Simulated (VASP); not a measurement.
A run of VASP 6.6.1 is set up as follows.

The input INCAR:

```
SYSTEM = Si16Ge
PREC = Accurate
ENCUT = 520
EDIFF = 1E-6
ISMEAR = -1
SIGMA = 0.05
LREAL = Auto
LASPH = .TRUE.
NELM = 100
ALGO = Normal
ISIF = 2
LWAVE = .FALSE.
LCHARG = .FALSE.
GGA = PS
NBANDS = 53
```

The input KPOINTS:

```
Automatic mesh
0
G
  2 2 2
  0 0 0
```

Contents of POSCAR:

```
Si16Ge
1.0
    0.0000000000      5.4300000000      5.4300000000
    5.4300000000      0.0000000000      5.4300000000
    5.4300000000      5.4300000000      0.0000000000
Si Ge
16 1
Direct
   -0.0012121148      0.0002503028      0.0004672412
    0.1204433803      0.1214064606      0.1215514407
   -0.0050007333     -0.0043508394      0.5046650596
    0.1204448415      0.1214097764      0.6365718642
   -0.0049817242      0.5045075521     -0.0042222760
    0.1204569061      0.6363591633      0.1215826057
   -0.0049794931      0.5045087414      0.5046762361
    0.1266934606      0.6243448002      0.6244725051
    0.5034687113     -0.0041525125     -0.0040530950
    0.6349235353      0.1215846365      0.1217362658
    0.5034684812     -0.0041487999      0.5047165769
    0.6236804407      0.1270657764      0.6246185767
    0.5034669458      0.5045568793     -0.0040184387
    0.6236958229      0.6245173169      0.1271246869
    0.4996762944      0.5000641984      0.5001254978
    0.6236976329      0.6245205924      0.6246489051
    0.2487398821      0.2502612051      1.2504852982
```

Potentials or basis: VASP PAW PBE potentials, release 64 (Si, Ge_d).

Launch:

```bash
$ cat potpaw_PBE.64/Si/POTCAR potpaw_PBE.64/Ge_d/POTCAR > POTCAR
$ mpirun -np 1 vasp_std > vasp.out
```

(1) Estimate the pressure.

(2) What does it give for the largest force?

(3) Predict the band gap on the k mesh.

## Answers

(1) 4.8 GPa.

(2) 0.003 eV/Å.

(3) zero (bands 39 and 40 overlap by 0.31 eV).

Caveat: the k points lie up to 0.50 Å⁻¹ apart; the PAW data sets were made with another functional, which shifts forces and pressure a little.
